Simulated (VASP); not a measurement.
Runs of VASP 6.6.1 on Ta3N. The structure is that of space group P-6m2 (No. 187), or close to it. The cells are those of the table. 

| task | cell | k mesh | cutoff (eV) | gap on the mesh (eV) | pressure (GPa) | largest force (eV/Å) |
| --- | --- | --- | --- | --- | --- | --- |
| single point | a = 5.675, b = 5.675, c = 2.802 Å, angles 90.0, 90.0, 120.0°, 4 atoms | 12 × 12 × 16 | 520 | none | 0.2 | 0.04 |
| single point | a = 5.621, b = 5.621, c = 2.855 Å, angles 90.0, 90.0, 120.0°, 4 atoms | 6 × 6 × 4 | 520 | none | (a) | 0.05 |
| single point | a = 5.675, b = 5.675, c = 2.800 Å, angles 90.0, 90.0, 120.0°, 4 atoms | 6 × 6 × 6 | 520 | none | 0.2 | 0.04 |
| relaxation of cell and atoms | relaxed from a = 5.621, b = 5.621, c = 2.855 Å, angles 90.0, 90.0, 120.0°, 4 atoms | 6 × 6 × 6 | 600 | none | 0.0 | 0.02 |

Alike in all rows: level PBE; potentials or basis VASP PAW PBE potentials, release 64 (Ta_pv, N); no spin polarisation; smearing gaussian 0.1 eV.

Q: Fill in the values left out.

A: (a) 0.3.

Caveats: some runs use coarse meshes; spin-orbit coupling is left out, which moves the levels of the heavy elements.

A k mesh can miss the band edges, and the runs leave out spin-orbit coupling on Ta.

A gap of «none» marks levels without a gap at the run's occupations.
